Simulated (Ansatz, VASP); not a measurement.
SiAg: VASP beside Ansatz

```
Si Ag
1.0
     3.56677    0.00000    0.00000
     0.00000    3.56677    0.00000
     0.00000    0.00000    5.29291
Si Ag
2 2
Direct
  0.50000 0.00000 0.89637
  0.00000 0.50000 0.10363
  0.50000 0.00000 0.37868
  0.00000 0.50000 0.62132
```

Alike in both runs: task relaxation of cell and atoms; functional PBE; k mesh 14 × 14 × 10; occupations gaussian, width 0.1 eV; no spin polarisation.

|  | VASP | Ansatz |
| --- | --- | --- |
| version | VASP 6.6.1 | Ansatz 0.2.0 |
| potentials or method | VASP PAW PBE potentials, release 64 (Si, Ag), cutoff 600 eV | scalar-relativistic, plane waves, PAW |
| valence electrons in the cell | 30 | 46 |

```csv
,VASP,Ansatz,Ansatz less VASP
"gap on the k mesh at the Fermi level, each at its own relaxed structure (eV)",none,none,-
relaxed volume (Å³/atom),16.81,16.83,+0.017
relaxed cell length with the largest relative difference (Å),5.272,5.275,+0.0034
```

A gap of «none» marks a metal or a gap that the smearing closes. VASP's potentials hold 30 valence electrons a cell and Ansatz's 46, so a difference there can come from the potentials and not from the codes.
